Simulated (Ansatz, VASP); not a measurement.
One calculation of CoSi, two programs

```
Co Si
1.0
     2.84058    0.00000    0.00000
     0.00000    2.84058    0.00000
     0.00000    0.00000    2.84058
Co Si
1 1
Direct
  0.00000 0.00000 0.00000
  0.50000 0.50000 0.50000
```

Alike in both runs: task single point; functional PBE; k mesh 16 × 16 × 16; occupations gaussian, width 0.1 eV; collinear spin.

|  | VASP | Ansatz |
| --- | --- | --- |
| version | VASP 6.6.1 | Ansatz 0.2.0 |
| potentials or method | VASP PAW PBE potentials, release 64 (Co, Si), cutoff 520 eV | scalar-relativistic, plane waves, PAW |
| valence electrons in the cell | 13 | 21 |

Ansatz gave:

| Quantity | Value |
| --- | --- |
| gap on the k mesh at the Fermi level (eV) | none |
| pressure (GPa) | -10.3 |
| net moment per atom (μB) | 0.36 |
| size of the moment on the site where the two differ most (μB) | 0.72 |

**Question.** What did VASP give for the same quantities?

**Answer.** gap on the k mesh at the Fermi level (eV): none; pressure (GPa): -10.4; net moment per atom (μB): 0.35; size of the moment on the site where the two differ most (μB): 0.70.

Site moments also hang on the region over which each program counts them. A gap of «none» marks a metal or a gap that the smearing closes. VASP's potentials hold 13 valence electrons a cell and Ansatz's 21, so a difference there can come from the potentials and not from the codes.
